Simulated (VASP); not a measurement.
Here is a VASP 6.6.1 calculation.

INCAR

```
PREC = Accurate
ENCUT = 520
EDIFF = 1E-6
ISMEAR = -1
SIGMA = 0.1
LREAL = F
LASPH = T
NELM = 60
ALGO = Normal
ISIF = 2
LWAVE = F
LCHARG = T
GGA = B5
ALDAX = 1.0
AGGAX = 1.0
AGGAC = 1.0
ALDAC = 0.0
LELF = T
LVHAR = T
NBANDS = 8
```

KPOINTS

```
Automatic mesh
0
Gamma
  21 21 21
```

The input POSCAR:

```
B
1.0
   -1.1880870197      1.1880870197      1.1880870197
    1.1880870197     -1.1880870197      1.1880870197
    1.1880870197      1.1880870197     -1.1880870197
B
1
Direct
    0.0000000000      0.0000000000      0.0000000000
```

Potentials or basis: VASP PAW PBE potentials, release 64 (B).

Launch:

```sh
$ cat potpaw_PBE.64/B/POTCAR > POTCAR
$ mpirun -np 1 vasp_std > vasp.out
```

Question: Predict the pressure.

Answer: -6.1 GPa.

Caveat: the PAW data sets were made with another functional, which shifts forces and pressure a little.
